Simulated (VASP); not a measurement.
Set up this calculation in VASP 6.6.1, as the native input.

```
Task                   : single point
Functional             : PBE
Potentials or basis    : VASP PAW PBE potentials, release 64 (Ba_sv, Ti_sv, O)
Cutoff                 : 520 eV
k mesh                 : 4 × 4 × 4
Occupations            : gaussian, width 0.01 eV
Spin                   : no spin polarisation
Dipole correction      : no
Further INCAR settings : ALGO = Normal; EDIFF = 1e-06; NBANDS = 28
```

The structure of BaTiO3 lies in POSCAR:

```
BaTiO3
1.0
    3.9378244285      0.0000000000      0.0000000000
    0.0000000000      3.9378244285      0.0000000000
    0.0000000000      0.0000000000      3.9909709237
Ba Ti O
1 1 3
Direct
    0.0000000000      0.0000000000      0.0010104509
    0.5000000000      0.5000000000      0.4869027559
    0.5000000000      0.5000000000      0.0220418295
    0.5000000000      0.0000000000      0.5165224818
    0.0000000000      0.5000000000      0.5165224818
```

One way to write it, as run:

INCAR

```
SYSTEM = BaTiO3
ALGO     = Normal         ! electronic algorithm
EDIFF    = 1E-6           ! SCF threshold, eV
ENCUT    = 520            ! plane-wave cutoff, eV
GGA      = PE             ! functional
ISIF     = 2              ! what is computed and relaxed
ISMEAR   = 0              ! smearing method
LASPH    = .True.         ! aspherical terms in the spheres
LCHARG   = .False.        ! write CHGCAR
LREAL    = .False.        ! projectors in reciprocal space
LWAVE    = .False.        ! write WAVECAR
NBANDS   = 28             ! bands
NELM     = 80             ! most SCF steps
PREC     = Accurate       ! precision mode
SIGMA    = 0.01           ! smearing width, eV
```

KPOINTS

```
k-points
0
Gamma
  4 4 4
  0 0 0
```

Potentials or basis: VASP PAW PBE potentials, release 64 (Ba_sv, Ti_sv, O).

Run with:

```sh
$ cat potpaw_PBE.64/Ba_sv/POTCAR potpaw_PBE.64/Ti_sv/POTCAR potpaw_PBE.64/O/POTCAR > POTCAR
$ mpirun -np 1 vasp_std > vasp.out
```

Results of the run:

```
Pressure               : 12.0 GPa
Largest force          : 0.048 eV/Å
Band gap on the k mesh : 1.85 eV, indirect (least direct gap 2.16 eV)
```

Caveat: spin-orbit coupling is left out, which moves the levels of the heavy elements.

It took 22 s on 1 thread of AMD EPYC 9R45 96-Core Processor (Zen 5) (shared host), peak memory 0.16 GiB.
